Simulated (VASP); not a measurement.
Set up this calculation in VASP 6.6.1, as the native input.

| Item | Value |
| --- | --- |
| Task | single point |
| Functional | PBE |
| Potentials or basis | VASP PAW PBE potentials, release 64 (Ga_d, Sb) |
| Cutoff | 520 eV |
| k mesh | 10 × 10 × 10 |
| Occupations | gaussian, width 0.15 eV |
| Spin | no spin polarisation |
| Dipole correction | no |
| Further INCAR settings | ALGO = Fast; EDIFF = 1e-07; NBANDS = 30 |

The structure of Ga3Sb lies in POSCAR:

```
Ga3Sb
1.0
   -2.2856658252      2.2856658252      4.2203249373
    2.2856658252     -2.2856658252      4.2203249373
    2.2856658252      2.2856658252     -4.2203249373
Ga Sb
3 1
Direct
    0.7500000000      0.2500000000      0.5000000000
    0.2500000000      0.7500000000      0.5000000000
    0.5000000000      0.5000000000      0.0000000000
    0.0000000000      0.0000000000      0.0000000000
```

These files were run (other wordings do the same):

INCAR

```
SYSTEM = Ga3Sb
PREC     = Accurate       ! precision mode
ENCUT    = 520            ! plane-wave cutoff, eV
EDIFF    = 1E-7           ! SCF threshold, eV
ISMEAR   = 0              ! smearing method
SIGMA    = 0.15           ! smearing width, eV
LREAL    = .False.        ! projectors in reciprocal space
LASPH    = .True.         ! aspherical terms in the spheres
NELM     = 60             ! most SCF steps
ALGO     = Fast           ! electronic algorithm
ISIF     = 2              ! what is computed and relaxed
LWAVE    = .False.        ! write WAVECAR
LCHARG   = .False.        ! write CHGCAR
GGA      = PE             ! functional
NBANDS   = 30             ! bands
```

KPOINTS

```
Automatic mesh
0
Gamma
  10 10 10
  0 0 0
```

Potentials or basis: VASP PAW PBE potentials, release 64 (Ga_d, Sb).

Run with:

```sh
$ cat potpaw_PBE.64/Ga_d/POTCAR potpaw_PBE.64/Sb/POTCAR > POTCAR
$ mpirun -np 1 vasp_std > vasp.out
```

Results of the run:

```json
{"Pressure": "0.0 GPa", "Band gap on the k mesh": "zero (band 22 reaches 8.58 eV, above the bottom of band 23 at 4.44 eV)"}
```

Caveat: spin-orbit coupling is left out, which moves the levels of the heavy elements.

Wall time 4.7 min on 1 thread of Intel Xeon 6975P-C, on a shared host, peak memory 0.4 GiB.
